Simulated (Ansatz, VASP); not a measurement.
**One calculation of TiO2, two programs**

```
Ti O
1.0
     4.59220    0.00000    0.00000
     0.00000    4.59220    0.00000
     0.00000    0.00000    2.95740
Ti O
2 4
Cartesian
  0.0000 0.0000 0.0000
  2.2961 2.2961 1.4787
  1.4004 1.4004 0.0000
  0.8957 3.6965 1.4787
  3.1918 3.1918 0.0000
  3.6965 0.8957 1.4787
```

Alike in both runs: task single point; functional r2SCAN; k mesh 6 × 6 × 10; occupations gaussian, width 0.02 eV; no spin polarisation.

|  | VASP | Ansatz |
| --- | --- | --- |
| version | VASP 6.6.1 | Ansatz 0.2.0 |
| potentials or method | VASP PAW PBE potentials, release 64 (Ti_sv, O), cutoff 520 eV | scalar-relativistic, plane waves, PAW |
| valence electrons in the cell | 48 | 48 |

|  | VASP | Ansatz | Ansatz less VASP |
| --- | --- | --- | --- |
| gap on the k mesh at the Fermi level (eV) | 2.24 | 2.23 | -0.009 |
| least direct gap on the mesh (eV) | 2.24 | 2.23 | -0.009 |
| pressure (GPa) | 1.5 | 0.2 | -1.26 |
| traceless stress, the component that is largest in VASP (GPa) | 0.08 | -0.39 | -0.473 |
| rms of the force components (eV/Å) | 0.040 | 0.024 | -0.0159 |

VASP's potentials were made for PBE, not for r2SCAN. Atom by atom the forces differ by 0.016 eV/Å (rms over components). The functional is the same, so the differences come from potentials, cutoffs and numerics.
